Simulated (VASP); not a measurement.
Set up this calculation in VASP 6.6.1, as the native input.

| Property | Result |
| --- | --- |
| Task | single point |
| Functional | PBE |
| Potentials or basis | VASP PAW PBE potentials, release 64 (S) |
| Cutoff | 520 eV |
| k mesh | 14 × 14 × 14 |
| Occupations | methfessel-paxton, width 0.05 eV |
| Spin | no spin polarisation |
| Dipole correction | no |
| Further INCAR settings | ALGO = Normal; EDIFF = 1e-06; NBANDS = 13 |

The structure of S lies in POSCAR:

```
S
1.0
    0.0000000000      2.7367175533      2.7367175533
    2.7367175533      0.0000000000      2.7367175533
    2.7367175533      2.7367175533      0.0000000000
S
2
Direct
    0.0000000000      0.0000000000      0.0000000000
    0.2500000000      0.2500000000      0.2500000000
```

The input as run:

INCAR

```
PREC = Accurate
ENCUT = 520
EDIFF = 1E-6
ISMEAR = 1
SIGMA = 0.05
LREAL = F
LASPH = T
NELM = 100
ALGO = Normal
ISIF = 2
LWAVE = F
LCHARG = F
GGA = PE
NBANDS = 13
```

KPOINTS

```
regular mesh
0
Gamma
  14 14 14
```

Potentials or basis: VASP PAW PBE potentials, release 64 (S).

Launch:

```bash
$ cat potpaw_PBE.64/S/POTCAR > POTCAR
$ mpirun -np 1 vasp_std > vasp.out
```

It gave:

* Pressure: 9.9 GPa
* Band gap on the k mesh: zero (band 6 reaches 5.86 eV, above the bottom of band 7 at 4.08 eV)

Wall time 60 s on 1 thread of Intel(R) Xeon(R) Platinum 8375C CPU @ 2.90GHz (Ice Lake), with other jobs on the host, peak memory 0.18 GiB.
